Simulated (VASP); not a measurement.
# Li (Fmmm) in VASP: single point with r2SCAN

Aim: the single point of Li with r2SCAN.

All numbers are computed with VASP 6.6.1; they aren't measurements. Logs are shortened: lines on timing, memory, paths and dates and some standing lists are left out, and cuts for length are marked.

## (1) The cell of the first run

Symmetry: Fmmm, No. 69, orthorhombic system. The conventional cell has a = 3.096 Å, b = 5.090 Å, c = 10.699 Å, α = 90.00°, β = 90.00°, γ = 90.00°. Within 3.7 Å of Li (site symmetry mm2) lie 11 Li at 2.78 to 3.62 Å.

## (2) Single point, r2SCAN

POSCAR

```
Li
1.0
    2.5450528309     -5.3493206574      0.0000000000
    2.5450528309      5.3493206574      0.0000000000
    0.0000000000      0.0000000000      3.0964811480
Li
4
Direct
    0.1300071712      0.8699928288      0.0000000000
    0.6300071712      0.3699928288      0.5000000000
    0.8699928288      0.1300071712      1.0000000000
    0.3699928288      0.6300071712      0.5000000000
```

INCAR.step1

```
PREC = Accurate ; ENCUT = 520
ISMEAR = 0 ; SIGMA = 0.1
LREAL = F ; LASPH = T
NELM = 100 ; NBANDS = 14
GGA = PE ; ALGO = Normal
EDIFF = 1E-4 ; LWAVE = T
LCHARG = F
```

INCAR.step2

```
PREC = Accurate ; ENCUT = 520
EDIFF = 1E-6 ; ISMEAR = 0
SIGMA = 0.1 ; LREAL = F
LASPH = T ; NELM = 100
ALGO = Normal ; ISIF = 2
LWAVE = F ; LCHARG = F
METAGGA = R2SCAN ; LMIXTAU = T
NBANDS = 14 ; ISTART = 1
```

KPOINTS

```
Automatic mesh
0
Gamma
  10 10 14
```

Potentials or basis: VASP PAW PBE potentials, release 64 (Li_sv).

Run with:

```sh
$ cat potpaw_PBE.64/Li_sv/POTCAR > POTCAR
$ cp INCAR.step1 INCAR
$ mpirun -np 1 vasp_std > vasp.out
$ cp INCAR.step2 INCAR
$ mpirun -np 1 vasp_std > vasp.out
```

OUTCAR:

```text
PREC = Accurate
   ENCUT = 520
   EDIFF = 1E-6
   ISMEAR = 0
   LREAL = F
   LASPH = T
   NELM = 100
   ISIF = 2
   METAGGA = R2SCAN
   ISTART = 1

 ion  position               nearest neighbor table
   1  0.130  0.870  0.000-
   2  0.630  0.370  0.500-
   3  0.870  0.130  0.000-
   4  0.370  0.630  0.500-

  LATTYP: Found a base centered orthorhombic cell.
 ALAT       =     5.0901056618
 B/A-ratio  =     2.1018505362
 C/A-ratio  =     0.6083333734

  Lattice vectors:

 A1 = (   2.5450528309,  -5.3493206574,   0.0000000000)
 A2 = (   2.5450528309,   5.3493206574,   0.0000000000)
 A3 = (   0.0000000000,   0.0000000000,   3.0964811480)

Analysis of symmetry for initial positions (statically):
=====================================================================
 Subroutine PRICEL returns following result:

  LATTYP: Found a face centered orthorhombic cell.
 ALAT       =     3.0964811480
 B/A-ratio  =     1.6438355083
 C/A-ratio  =     3.4550965446

  Lattice vectors:

 A1 = (   2.5450528309,   5.3493206574,   0.0000000000)
 A2 = (   0.0000000000,   5.3493206574,   1.5482405740)
 A3 = (   2.5450528309,   0.0000000000,   1.5482405740)

   2 primitive cells build up your supercell.

 Routine SETGRP: Setting up the symmetry group for a
 base centered orthorhombic supercell.

 Subroutine GETGRP returns: Found  8 space group operations
 (whereof  8 operations were pure point group operations)
 out of a pool of  8 trial point group operations.

The static configuration has the point symmetry D_2h.

Analysis of symmetry for dynamics (positions and initial velocities):
=====================================================================
 Subroutine PRICEL returns following result:

  LATTYP: Found a face centered orthorhombic cell.
 ALAT       =     3.0964811480
 B/A-ratio  =     1.6438355083
 C/A-ratio  =     3.4550965446

  Lattice vectors:

 A1 = (   2.5450528309,   5.3493206574,   0.0000000000)
 A2 = (   0.0000000000,   5.3493206574,   1.5482405740)
 A3 = (   2.5450528309,   0.0000000000,   1.5482405740)

   2 primitive cells build up your supercell.

 Routine SETGRP: Setting up the symmetry group for a
 base centered orthorhombic supercell.

 Subroutine GETGRP returns: Found  8 space group operations
 (whereof  8 operations were pure point group operations)
 out of a pool of  8 trial point group operations.

The dynamic configuration has the point symmetry D_2h.

 Subroutine INISYM returns: Found  8 space group operations
 (whereof  8 operations are pure point group operations),
 and found     2 'primitive' translations

----------------------------------------------------------------------------------------

                                     Primitive cell

  volume of cell :      42.1564

  direct lattice vectors                    reciprocal lattice vectors
     2.545052831  5.349320657  0.000000000     0.196459576  0.093469813 -0.322947227
     0.000000000  5.349320657  1.548240574    -0.196459576  0.093469813  0.322947227
     2.545052831  0.000000000  1.548240574     0.196459576 -0.093469813  0.322947227

  length of vectors
     5.923894446  5.568867063  2.978983516     0.389394250  0.389394250  0.389394250

  position of ions in fractional coordinates (direct lattice)
     0.869992829  0.869992829  0.130007171
     0.130007171  0.130007171  0.869992829

  ion indices of the primitive-cell ions
   primitive index   ion index
                 1           1
                 2           3

----------------------------------------------------------------------------------------

 KPOINTS: Automatic mesh

Automatic generation of k-mesh.
 Grid dimensions read from file:
 generate k-points for:   10   10   14

 Generating k-lattice:

  Cartesian coordinates                     Fractional coordinates (reciprocal lattice)
     0.019645958 -0.009346981  0.000000000     0.100000000  0.000000000  0.000000000
     0.019645958  0.009346981  0.000000000     0.000000000  0.100000000  0.000000000
     0.000000000  0.000000000  0.023067659     0.000000000  0.000000000  0.071428571

  Length of vectors
     0.021756142  0.021756142  0.023067659

  Shift w.r.t. Gamma in fractional coordinates (k-lattice)
     0.000000000  0.000000000  0.000000000

 Subroutine IBZKPT returns following result:
 ===========================================

 Found    248 irreducible k-points:

 Following reciprocal coordinates:
            Coordinates               Weight
  0.000000  0.000000  0.000000      1.000000
  0.100000 -0.000000  0.000000      4.000000
  0.200000 -0.000000  0.000000      4.000000
  0.300000  0.000000  0.000000      4.000000
  0.400000  0.000000  0.000000      4.000000
  0.500000  0.000000  0.000000      2.000000
[... 16 lines left out ...]
  0.300000  0.300000  0.000000      2.000000
  0.400000  0.300000  0.000000      4.000000
 [... further k-points ...]
   k-points           NKPTS =    248   k-points in BZ     NKDIM =    248   number of bands    NBANDS=     14
   number of dos      NEDOS =    301   number of ions     NIONS =      4
   total plane-waves  NPLWV =  55296
   dimension x,y,z NGX =    48 NGY =   48 NGZ =   24
   dimension x,y,z NGXF=    96 NGYF=   96 NGZF=   48
   ions per type =               4
   NGX,Y,Z   is equivalent  to a cutoff of  13.47, 13.47, 12.89 a.u.
   NGXF,Y,Z  is equivalent  to a cutoff of  26.94, 26.94, 25.77 a.u.
 SYSTEM =  unknown system
   PREC   = accura    normal or accurate (medium, high low for compatibility)
   ISTART =      1    job   : 0-new  1-cont  2-samecut
   ICHARG =      0    charge: 1-file 2-atom 10-const
   ISPIN  =      1    spin polarized calculation?
   LNONCOLLINEAR =      F non collinear calculations
   LSORBIT =      F    spin-orbit coupling
   LASPH  =      T    aspherical Exc in radial PAW
   ENCUT  =  520.0 eV  38.22 Ry    6.18 a.u.  11.01 11.01  5.76*2*pi/ulx,y,z
   NELM   =    100;   NELMIN=  2; NELMDL=  0     # of ELM steps
   EDIFF  = 0.1E-05   stopping-criterion for ELM
   LREAL  =      F    real-space projection
   EDIFFG = 0.1E-04   stopping-criterion for IOM
   NSW    =      0    number of steps for IOM
   IBRION =     -1    ionic relax: 0-MD 1-quasi-New 2-CG
   NFREE  =      0    steps in history (QN), initial steepest desc. (CG)
   ISIF   =      2    stress and relaxation
   ISYM   =      2    0-nonsym 1-usesym 2-fastsym
   POTIM  = 0.5000    time-step for ionic-motion
   TEBEG  =    0.0;   TEEND  =   0.0 temperature during run
   PSTRESS=    0.0 pullay stress
   NELECT =      12.0000    total number of electrons
   NUPDOWN=      -1.0000    fix difference up-down
   EMIN   =  10.00;   EMAX   =-10.00  energy-range for DOS
   EFERMI =   0.00;   METHOD = LEGACY
   ISMEAR =     0;   SIGMA  =   0.10  broadening in eV -4-tet -1-fermi 0-gaus
   EFERMI_NEDOS =   21; number of points for ismear=-14 and -15
   IALGO  =     38    algorithm
   IMIX   =      4    mixing-type and parameters
     AMIX     =   0.40;   BMIX     =  1.00
     AMIX_MAG =   1.60;   BMIX_MAG =  1.00
  volume/ion in A,a.u.               =      21.08       142.24
  Fermi-wavevector in a.u.,A,eV,Ry     =   0.854746  1.615237  9.940300  0.730591
  Thomas-Fermi vector in A             =   1.971390
   LORBIT       =      0    0 simple, 1 ext, 2 COOP (PROOUT), +10 PAW based schemes
   METAGGA = R2SCAN    functional components
   LHFCALC =     F    Hartree Fock is set to
   AEXX    =    0.0000 exact exchange contribution
   IVDW    =     0    specifies the selected vdW correction
   LEPSILON=     F    determine dielectric tensor
   LRPA    =     F    only Hartree local field effects (RPA)
 non-spin polarized calculation
 Gauss-broadening in eV      SIGMA  =   0.10
  energy-cutoff  :      520.00
  volume of cell :       84.31
 maximum number of plane-waves:      2302
 NGX is ok and might be reduce to    48
   NGX = 23   NGY = 23   NGZ = 11

 number of electron      11.9999989 magnetization

 Free energy of the ion-electron system (eV)
  ---------------------------------------------------
  ext. energy  EPLUGINS =         0.00000000
  ---------------------------------------------------
  free energy    TOTEN  =        -9.38696901 eV

  energy without entropy =       -9.37875212  energy(sigma->0) =       -9.38286057

 E-fermi :   0.5151     XC(G=0):  -7.3410

 val. band max:        0.5134569706   @ k =  -0.2000   0.2000   0.2857
 cond. band min:       0.5168230161   @ k =   0.2000   0.1000   0.0714
 fundamental gap:      0.0033660455
 Fermi energy:         0.5150835630

 k-point     1 :       0.0000    0.0000    0.0000
  band No.  band energies     occupation
      1     -47.7239      2.00000
      2     -47.7063      2.00000
      3     -47.6989      2.00000
      4     -47.6976      2.00000
      5      -3.2546      2.00000
      6       0.0669      2.00000
      7       1.6802      0.00000
      8       1.9911      0.00000
      9       2.9362      0.00000
     10       4.1469      0.00000
     11       4.2052      0.00000
     12       9.5847      0.00000
     13      11.6584      0.00000
     14      12.9919      0.00000

 k-point     2 :       0.1000   -0.0000    0.0000
  band No.  band energies     occupation
      1     -47.7233      2.00000
      2     -47.7060      2.00000
      3     -47.7000      2.00000
      4     -47.6973      2.00000
      5      -3.1966      2.00000
      6       0.0651      2.00000
      7       1.2268      0.00000
      8       1.8077      0.00000
      9       3.0505      0.00000
     10       4.4617      0.00000
     11       4.7320      0.00000
     12       9.6569      0.00000
     13      11.1724      0.00000
     14      12.3479      0.00000
[... 343 lines left out ...]
      1     -47.7121      2.00000
      2     -47.7095      2.00000
      3     -47.7089      2.00000
      4     -47.6961      2.00000
      5      -1.5751      2.00000
      6      -1.4765      2.00000
      7      -1.3232      2.00000
      8       2.2434      0.00000
      9       3.9425      0.00000
     10       7.3307      0.00000
     11       7.8335      0.00000
     12       8.0425      0.00000
     13      11.6296      0.00000
     14      11.6667      0.00000

 k-point    24 :       0.4000    0.3000    0.0000
  band No.  band energies     occupation
      1     -47.7129      2.00000
      2     -47.7102      2.00000
      3     -47.7095      2.00000
      4     -47.6940      2.00000
      5      -1.9603      2.00000
      6      -1.5090      2.00000
      7      -0.9824      2.00000
      8       2.8876      0.00000
      9       4.4149      0.00000
     10       5.9949      0.00000
     11       7.1735      0.00000
     12       8.5108      0.00000
     13      10.5341      0.00000
     14      11.1113      0.00000

 [... further k-points ...]
[... 5 lines left out ...]
  --------------------------------------------------------------------------------------
  -------------------------------------------------------------------------------------
  Total       -0.1819670     -0.1530254     -0.1606303     -0.0000000      0.0000000      0.0000000
  in kB       -3.4578763     -2.9079046     -3.0524189     -0.0000000      0.0000000      0.0000000
  external PRESSURE =      -3.1393999 kB  Pullay stress =       0.0000000 kB

 VOLUME and BASIS-vectors are now :
 -----------------------------------------------------------------------------
  energy-cutoff  :      520.00
  volume of cell :       84.31
      direct lattice vectors                 reciprocal lattice vectors
     2.545052831 -5.349320657  0.000000000     0.196459576 -0.093469813  0.000000000
     2.545052831  5.349320657  0.000000000     0.196459576  0.093469813  0.000000000
     0.000000000  0.000000000  3.096481148     0.000000000  0.000000000  0.322947227

 POSITION                                       TOTAL-FORCE (eV/Angst)
 -----------------------------------------------------------------------------------
      2.54505      3.95842      0.00000         0.000000     -0.023139     -0.000000
      2.54505     -1.39090      1.54824         0.000000     -0.023139     -0.000000
      2.54505     -3.95842      0.00000         0.000000      0.023139      0.000000
      2.54505      1.39090      1.54824         0.000000      0.023139      0.000000
 -----------------------------------------------------------------------------------
    total drift:                                0.000000     -0.000000      0.000000

  FREE ENERGIE OF THE ION-ELECTRON SYSTEM (eV)
  ---------------------------------------------------
  free  energy   TOTEN  =        -9.3869690089 eV

  energy  without entropy=       -9.3787521243  energy(sigma->0) =       -9.38286057
```

Run time: 16 min. Hardware: 1 thread of Intel Xeon 6975P-C (Granite Rapids), shared host; peak memory 0.37 GiB.

Results:

```yaml
Free_energy: -9.3870 eV
Largest_force: 0.023 eV/Å
Band_gap_on_the_k_mesh: zero (bands 6 and 7 overlap by 3.25 eV)
```

Forces in eV/Å, atoms in the order of the input:
```
Li   0.000 -0.023  0.000
Li   0.000 -0.023  0.000
Li   0.000  0.023  0.000
Li   0.000  0.023  0.000
```

Levels at points of the mesh, in eV from the Fermi level:
```tsv
k point	band 3	band 4	band 5	band 6	band 7	band 8	band 9	band 10
(0.00, 0.00, 0.00)	-48.21	-48.21	-3.77	-0.45	1.17	1.48	2.42	3.63
(0.50, 0.00, 0.00)	-48.22	-48.22	-2.32	-2.32	-0.13	-0.13	4.83	4.83
(0.50, 0.50, 0.00)	-48.22	-48.21	-2.77	-2.64	-0.05	3.02	4.49	4.73
(0.00, 0.00, 0.50)	-48.21	-48.21	-0.59	-0.59	3.59	3.59	3.70	3.70
(0.50, 0.00, 0.50)	-48.21	-48.21	0.12	0.12	1.44	1.44	3.31	3.31
(0.50, 0.50, 0.50)	-48.21	-48.21	0.49	0.49	0.52	0.52	4.11	4.11
```

Caveat: the cutoff is under 1.25 times the usual one of these potentials, so pressure, stress and relaxed cells hold a basis-set (Pulay) error; the PAW data sets were made with another functional, which shifts forces and pressure a little.
